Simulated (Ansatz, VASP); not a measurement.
One calculation of HfH2F2, two programs

Contents of INCAR:

```
SYSTEM = HfH2F2
  PREC = Accurate
  ENCUT = 520
  EDIFF = 1E-7
  ISMEAR = 0
  SIGMA = 0.1
  LREAL = .FALSE.
  LASPH = .TRUE.
  NELM = 100
  ALGO = Normal
  ISIF = 2
  LWAVE = .FALSE.
  LCHARG = .TRUE.
  GGA = PE
  LELF = .TRUE.
  LVHAR = .TRUE.
  NBANDS = 21
```

File KPOINTS:

```
regular mesh
0
G
  8 8 8
  0 0 0
```

POSCAR

```
HfH2F2
1.0
   -1.4782174700      1.4782174700      6.0858029100
    1.4782174700     -1.4782174700      6.0858029100
    1.4782174700      1.4782174700     -6.0858029100
Hf H F
1 2 2
Direct
    0.0000000000      0.0000000000      0.0000000000
    0.6457786000      0.6457786000      0.0000000000
    0.3542214000      0.3542214000      0.0000000000
    0.7500000000      0.2500000000      0.5000000000
    0.2500000000      0.7500000000      0.5000000000
```

Input for Ansatz:

```yaml
crystal:
  lattice:
    - [-1.47821747, 1.47821747, 6.08580291]
    - [1.47821747, -1.47821747, 6.08580291]
    - [1.47821747, 1.47821747, -6.08580291]
  atoms:
    - { symbol: Hf, position: [0.0, 0.0, 0.0] }
    - { symbol: H, position: [0.6457786, 0.6457786, 0.0] }
    - { symbol: H, position: [0.3542214, 0.3542214, 0.0] }
    - { symbol: F, position: [0.75, 0.25, 0.5] }
    - { symbol: F, position: [0.25, 0.75, 0.5] }
basis:
  ecutwfc: 420
kpoints:
  mp_grid: { grid: [8, 8, 8] }
hamiltonian:
  xc: pbe
scf:
  occupations: { method: gaussian, width: 0.1 }
  lower_state_search: "off"
output:
  forces: true
  stress: true
  eigenvalues: true
```

Change from the starting cell: species swapped into the KFe2As2 type (I4/mmm, No. 139).

Alike in both runs: task single point; functional PBE; k mesh 8 × 8 × 8; occupations gaussian, width 0.1 eV; no spin polarisation.

```csv
,VASP,Ansatz
version,VASP 6.6.1,Ansatz 0.2.0
potentials or method,"VASP PAW PBE potentials, release 64 (Hf_pv, H, F), cutoff 520 eV","scalar-relativistic, plane waves, PAW"
valence electrons in the cell,26,42
```

VASP gave:

| Item | Value |
| --- | --- |
| gap on the k mesh at the Fermi level (eV) | none |
| pressure (GPa) | -4.3 |
| traceless stress, the component that is largest in VASP (GPa) | -20.09 |
| rms of the force components (eV/Å) | 0.501 |

What did Ansatz give for the same quantities?

gap on the k mesh at the Fermi level (eV): none; pressure (GPa): -3.7; traceless stress, the component that is largest in VASP (GPa): -20.29; rms of the force components (eV/Å): 0.500.

Atom by atom the forces differ by 0.002 eV/Å (rms over components). A gap of «none» marks a metal or a gap that the smearing closes. VASP's potentials hold 26 valence electrons a cell and Ansatz's 42, so a difference there can come from the potentials and not from the codes.

The k mesh is coarse, so the values compare programs but aren't converged. Neither program's run includes spin-orbit coupling.
